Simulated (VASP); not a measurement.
**Ag: single point with PBE**

Ag:

```
Ag
1.0
     2.10818    0.00000    0.00000
     0.00000    2.10818    0.00000
     0.00000    0.00000    2.10818
Ag
1
Cartesian
  0.0000 0.0000 0.0000
```

This cell differs from its parent crystal: volume scaled by 0.45.

```json
{"Program": "VASP 6.6.1", "Task": "single point", "Functional": "PBE", "Potentials or basis": "VASP PAW PBE potentials, release 64 (Ag)", "Cutoff": "520 eV", "k mesh": "16 × 16 × 16", "Occupations": "fermi-dirac, width 0.08 eV", "Spin": "no spin polarisation", "Dipole correction": "no", "Further INCAR settings": "ALGO = Normal; EDIFF = 1e-07; NBANDS = 12"}
```

| Property | Result |
| --- | --- |
| Pressure | 466.7 GPa |

Levels at points of the mesh, in eV from the Fermi level:
| k point | band 3 | band 4 | band 5 | band 6 | band 7 | band 8 | band 9 | band 10 |
| --- | --- | --- | --- | --- | --- | --- | --- | --- |
| (0.00, 0.00, 0.00) | -13.22 | -2.95 | -2.95 | -2.95 | 19.43 | 19.43 | 19.43 | 29.90 |
| (0.50, 0.00, 0.00) | -6.84 | -6.84 | -3.97 | -2.57 | 6.83 | 17.44 | 24.72 | 28.59 |
| (0.50, 0.50, 0.00) | -6.08 | -6.08 | -0.17 | 4.80 | 4.80 | 14.60 | 19.67 | 26.85 |
| (0.50, 0.50, 0.50) | -12.28 | 0.09 | 0.09 | 7.24 | 15.61 | 15.61 | 15.61 | 23.99 |

Wall time 6.9 s on 1 thread of Intel Xeon 6975P-C, with other jobs on the host, peak memory 0.13 GiB.
